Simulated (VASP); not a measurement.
Input of a VASP 6.6.1 run:

Contents of INCAR:

```
SYSTEM = Ti3Al
PREC = Accurate
ENCUT = 520
EDIFF = 1E-6
ISMEAR = 0
SIGMA = 0.15
LREAL = .False.
LASPH = .True.
NELM = 100
ALGO = Fast
ISIF = 2
LWAVE = .False.
LCHARG = .True.
GGA = PE
LELF = .True.
LVHAR = .True.
NBANDS = 28
```

File KPOINTS:

```
regular mesh
0
Gamma
  15 15 6
  0 0 0
```

File POSCAR:

```
Ti3Al
1.0
    2.9562683061      0.0000000000      0.0000000000
   -1.4781341530      2.5602034534      0.0000000000
    0.0000000000      0.0000000000      9.0665792679
Ti Al
3 1
Direct
    0.6666666667      0.3333333333      0.0000000000
    0.3333333333      0.6666666667      0.7667062293
    0.3333333333      0.6666666667      0.2332937707
    0.6666666667      0.3333333333      0.5000000000
```

Potentials or basis: VASP PAW PBE potentials, release 64 (Ti_sv, Al).

Command:

```console
$ cat potpaw_PBE.64/Ti_sv/POTCAR potpaw_PBE.64/Al/POTCAR > POTCAR
$ mpirun -np 1 vasp_std > vasp.out
```

**Question.** What does it give for the band gap on the k mesh?

**Answer.** Zero (an odd number of electrons rules out a gap without spin polarisation).

**Question.** Predict the pressure.

**Answer.** 1.4 GPa.

Stress tensor (GPa, compression positive):
```
0.04 0.00 0.00
0.00 0.04 0.00
0.00 0.00 4.19
```

Caveat: forces of over 1 eV/Å act on the atoms, so gaps and moduli don't describe the material at rest.
